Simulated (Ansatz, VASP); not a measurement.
**CdS: VASP beside Ansatz**

Contents of INCAR:

```
  ALGO = Normal
  EDIFF = 1E-6
  ENCUT = 500
  GGA_COMPAT = False
  ISIF = 2
  ISMEAR = 0
  LASPH = True
  LCHARG = False
  LREAL = False
  LWAVE = False
  NBANDS = 16
  NELM = 120
  PREC = Accurate
  SIGMA = 0.01
```

The input KPOINTS:

```
k-points
0
Gamma
  6 6 6
```

POSCAR

```
CdS
1.0
    0.0000000000      2.9392148400      2.9392148400
    2.9392148400      0.0000000000      2.9392148400
    2.9392148400      2.9392148400      0.0000000000
Cd S
1 1
Direct
    0.0000000000      0.0000000000      0.0000000000
    0.2500000000      0.2500000000      0.2500000000
```

Input for Ansatz:

```yaml
crystal:
  lattice:
    - [0.0, 2.93921484, 2.93921484]
    - [2.93921484, 0.0, 2.93921484]
    - [2.93921484, 2.93921484, 0.0]
  atoms:
    - { symbol: Cd, position: [0.0, 0.0, 0.0] }
    - { symbol: S, position: [0.25, 0.25, 0.25] }
kpoints:
  mp_grid: { grid: [6, 6, 6] }
hamiltonian:
  xc: lda
scf:
  occupations: { method: fixed }
output:
  optics:
    e_range: [0.5, 30]
    de: 0.1
    sigma: 0.25
    scissors: 1.0
    scheme: gaussian
    bands: { spectra_wanted_up_to: 30 }
    kdotp_interpolation: "off"
```

Alike in both runs: task single point; functional LDA; k mesh 6 × 6 × 6; no spin polarisation.

|  | VASP | Ansatz |
| --- | --- | --- |
| version | VASP 6.6.1 | Ansatz 0.2.0 |
| potentials or method | VASP PAW LDA potentials, release 64 (Cd, S) | plane waves, PAW |
| plane-wave cutoff (eV) | 500 | 420 |
| occupations | gaussian, width 0.01 eV | fixed |
| valence electrons in the cell | 18 | 26 |

```tsv
	VASP	Ansatz	Ansatz less VASP
gap on the k mesh at the Fermi level (eV)	0.84	0.81	-0.027
```

LDA's correlation is that of Perdew and Zunger in VASP and of Perdew and Wang (1992) in Ansatz. VASP's potentials hold 18 valence electrons a cell and Ansatz's 26, so a difference there can come from the potentials and not from the codes.
